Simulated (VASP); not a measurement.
Set up this calculation in VASP 6.6.1, as the native input.

```
Task                   : relaxation of cell and atoms
Functional             : LDA
Potentials or basis    : VASP PAW LDA potentials, release 64 (Al, O)
Cutoff                 : 600 eV
k mesh                 : 12 × 12 × 4
Occupations            : gaussian, width 0.01 eV
Spin                   : no spin polarisation
Dipole correction      : no
Further INCAR settings : ALGO = Normal; EDIFF = 1e-07; IBRION = 2; EDIFFG = -0.01; NSW = 80; ISIF = 3
```

The structure of Al2O3 lies in POSCAR:

```
Al2O3
1.0
    3.0174800000      0.0000000000      0.0000000000
   -1.5087400000      2.6132200000      0.0000000000
    0.0000000000      0.0000000000      7.5746400000
Al O
2 3
Direct
    0.0000000000      0.0000000000      0.2779500000
    0.0000000000      0.0000000000      0.7220500000
    0.3333333333      0.6666666667      0.1994500000
    0.6666666667      0.3333333333      0.8005500000
    0.0000000000      0.0000000000      0.5000000000
```

The input as run:

INCAR

```
SYSTEM = Al2O3
  PREC = Accurate
  ENCUT = 600
  EDIFF = 1E-7
  ISMEAR = 0
  SIGMA = 0.01
  LREAL = .False.
  LASPH = .True.
  NELM = 100
  ALGO = Normal
  ISIF = 3
  LWAVE = .False.
  LCHARG = .False.
  IBRION = 2
  NSW = 80
  EDIFFG = -0.01
```

KPOINTS

```
Automatic mesh
0
Gamma
  12 12 4
  0 0 0
```

Potentials or basis: VASP PAW LDA potentials, release 64 (Al, O).

Launch:

```sh
$ cat potpaw_LDA.64/Al/POTCAR potpaw_LDA.64/O/POTCAR > POTCAR
$ mpirun -np 1 vasp_std > vasp.out
```

It gave:

- Relaxed volume: 11.08 Å³/atom
- Relaxed cell: a = 2.965 Å, b = 2.965 Å, c = 7.280 Å, α = 90.00°, β = 90.00°, γ = 120.00°
- Space group after relaxing (to 0.05 Å): P-3m1 (No. 164)
- Energy gained by relaxing: 15.6 meV/atom
- Ionic steps: 21
- Pressure after relaxing: 0.1 GPa
- Largest force after relaxing: 0.005 eV/Å
- Band gap on the k mesh: 2.45 eV, direct

It took 13 min on 1 thread of AMD EPYC 7R43 64-Core Processor (Zen 3) (shared host), peak memory 0.17 GiB.
